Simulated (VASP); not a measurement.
Sb2W:

```
CELL_PARAMETERS angstrom
3.46494 0.00000 0.00000
-1.73247 3.00072 0.00000
0.00000 0.00000 6.71742
ATOMIC_POSITIONS crystal
W 0.00000 0.00000 0.00000
Sb 0.33333 0.66667 0.28475
Sb 0.66667 0.33333 0.71525
```

Base run:

| Quantity | Value |
| --- | --- |
| Program | VASP 6.6.1 |
| Functional | r2SCAN |
| Potentials or basis | VASP PAW PBE potentials, release 64 (W_sv, Sb) |
| Cutoff | 520 eV |
| k mesh | 12 × 12 × 6 |
| Occupations | gaussian, width 0.05 eV |
| Spin | no spin polarisation |

Its results: band gap on the k mesh zero (band 12 reaches 8.80 eV, above the bottom of band 13 at 8.62 eV); pressure -1.5 GPa; largest force 0.334 eV/Å.

**Question.** The run is repeated on the same cell with these changes: functional from r2SCAN to PBE; occupations from gaussian, width 0.05 eV to fermi-dirac, width 0.005 eV. What comes out?

**Answer.** Band gap on the k mesh zero (band 12 reaches 8.95 eV, above the bottom of band 13 at 8.64 eV); pressure 0.0 GPa; largest force 0.012 eV/Å.

Caveats: spin-orbit coupling is left out, which moves the levels of the heavy elements; the PAW data sets were made with another functional, which shifts forces and pressure a little (some runs).
